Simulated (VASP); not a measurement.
Here is a VASP 6.6.1 calculation.

Contents of INCAR:

```
SYSTEM = V
  ALGO = Normal
  EDIFF = 1E-8
  ENCUT = 520
  GGA = PE
  ISIF = 2
  ISMEAR = -1
  ISPIN = 2
  LASPH = .True.
  LCHARG = .False.
  LEFG = .True.
  LMAXMIX = 4
  LORBIT = 11
  LREAL = .False.
  LWAVE = .False.
  MAGMOM = 1.5
  NBANDS = 16
  NELM = 150
  PREC = Accurate
  SIGMA = 0.03
```

Contents of KPOINTS:

```
k-points
0
Gamma
  19 19 19
  0 0 0
```

Contents of POSCAR:

```
V
1.0
   -1.5130000000      1.5130000000      1.4978700000
    1.5130000000     -1.5130000000      1.4978700000
    1.5130000000      1.5130000000     -1.4978700000
V
1
Direct
    0.0000000000      0.0000000000      0.0000000000
```

Potentials or basis: VASP PAW PBE potentials, release 64 (V_sv).

Command:

```sh
$ cat potpaw_PBE.64/V_sv/POTCAR > POTCAR
$ mpirun -np 1 vasp_std > vasp.out
```

What does it give for the pressure?

-3.2 GPa.

Estimate the net moment.

0.00 μB per cell.

Stress tensor (GPa, compression positive):
```
-3.65  0.00  0.00
 0.00 -3.65  0.00
 0.00  0.00 -2.41
```

Caveat: the cell differs from its parent crystal (zz strain of -1 %); the cell stands under tension; without QUAD_EFG the Cq values of the log hold for a quadrupole moment of 1 mb, not for the nuclei.
